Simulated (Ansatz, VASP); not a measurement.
# SiO2 in VASP and in Ansatz

```xyz
6
Lattice="4.3499 0.0000 0.0000 0.0000 4.3499 0.0000 0.0000 0.0000 2.4486" Properties=species:S:1:pos:R:3 pbc="T T T"
Si    2.1750    2.1750    1.2243
Si    0.0000    0.0000    0.0000
O     3.0146    3.0146    0.0000
O     0.8396    3.5103    1.2243
O     1.3354    1.3354    0.0000
O     3.5103    0.8396    1.2243
```

Alike in both runs: task single point; functional PBE; k mesh 6 × 6 × 10; occupations gaussian, width 0.05 eV; no spin polarisation.

|  | VASP | Ansatz |
| --- | --- | --- |
| version | VASP 6.6.1 | Ansatz 0.2.0 |
| potentials or method | VASP PAW PBE potentials, release 64 (Si, O), cutoff 520 eV | scalar-relativistic, plane waves, PAW |
| valence electrons in the cell | 32 | 32 |

VASP gave:

```
gap on the k mesh at the Fermi level (eV)                     : 5.94
least direct gap on the mesh (eV)                             : 5.94
pressure (GPa)                                                : 23.7
traceless stress, the component that is largest in VASP (GPa) : 48.36
rms of the force components (eV/Å)                            : 0.181
```

Question: Which values does Ansatz return?

Answer: gap on the k mesh at the Fermi level (eV): 5.97; least direct gap on the mesh (eV): 5.97; pressure (GPa): 23.2; traceless stress, the component that is largest in VASP (GPa): 47.49; rms of the force components (eV/Å): 0.209.

Atom by atom the forces differ by 0.028 eV/Å (rms over components). The functional is the same, so the differences come from potentials, cutoffs and numerics.
